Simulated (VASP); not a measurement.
# Al: single point with LDA

The system is Al.

```
Al
1.0
    -1.67601    1.67601    1.44338
     1.67601   -1.67601    1.44338
     1.67601    1.67601   -1.44338
Al
1
Direct
  0.00000 0.00000 0.00000
```

| Property | Result |
| --- | --- |
| Program | VASP 6.6.1 |
| Task | single point |
| Functional | LDA |
| Potentials or basis | VASP PAW LDA potentials, release 64 (Al) |
| Cutoff | 520 eV |
| k mesh | 22 × 22 × 22 |
| Occupations | gaussian, width 0.15 eV |
| Spin | no spin polarisation |

```yaml
Pressure: 0.1 GPa
Band_gap_on_the_k_mesh: zero (an odd number of electrons rules out a gap without spin polarisation)
```

Stress tensor (GPa, compression positive):
```
 0.71  0.00  0.00
 0.00  0.71  0.00
 0.00  0.00 -1.27
```

Levels at points of the mesh, in eV from the Fermi level:
| k point | band 1 | band 2 | band 3 | band 4 | band 5 | band 6 |
| --- | --- | --- | --- | --- | --- | --- |
| (0.00, 0.00, 0.00) | -11.21 | 11.13 | 13.29 | 13.29 | 14.28 | 14.88 |
| (0.50, 0.00, 0.00) | -4.04 | -3.31 | 7.43 | 7.44 | 8.93 | 11.04 |
| (0.50, 0.50, 0.00) | -4.80 | -4.77 | 10.45 | 10.79 | 12.47 | 12.73 |
| (0.50, 0.50, 0.50) | 0.58 | 0.58 | 2.28 | 2.30 | 5.01 | 7.35 |

It took 89 s on 1 thread of Intel Xeon 8259CL, with other jobs on the host, peak memory 0.2 GiB.
